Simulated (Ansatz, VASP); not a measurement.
W: VASP beside Ansatz

```
W
1.0
     0.00000    1.96910    1.96910
     1.96910    0.00000    1.96910
     1.96910    1.96910    0.00000
W
1
Direct
  0.00000 0.00000 0.00000
```

Change from the starting cell: strain -0.030 along x and y, -0.030 along z, atoms carried along.

Alike in both runs: task single point; functional PBE; k mesh 20 × 20 × 20; occupations gaussian, width 0.15 eV; no spin polarisation.

```csv
,VASP,Ansatz
version,VASP 6.6.1,Ansatz 0.2.0
potentials or method,"VASP PAW PBE potentials, release 64 (W_sv), cutoff 520 eV","scalar-relativistic, plane waves, PAW"
valence electrons in the cell,14,14
```

Ansatz gave:

```
gap on the k mesh at the Fermi level (eV) : none
pressure (GPa)                            : 24.2
```

Question: What did VASP give for the same quantities?

Answer: gap on the k mesh at the Fermi level (eV): none; pressure (GPa): 25.1.

A gap of «none» marks a metal or a gap that the smearing closes. The functional is the same, so the differences come from potentials, cutoffs and numerics.

Neither program's run includes spin-orbit coupling.
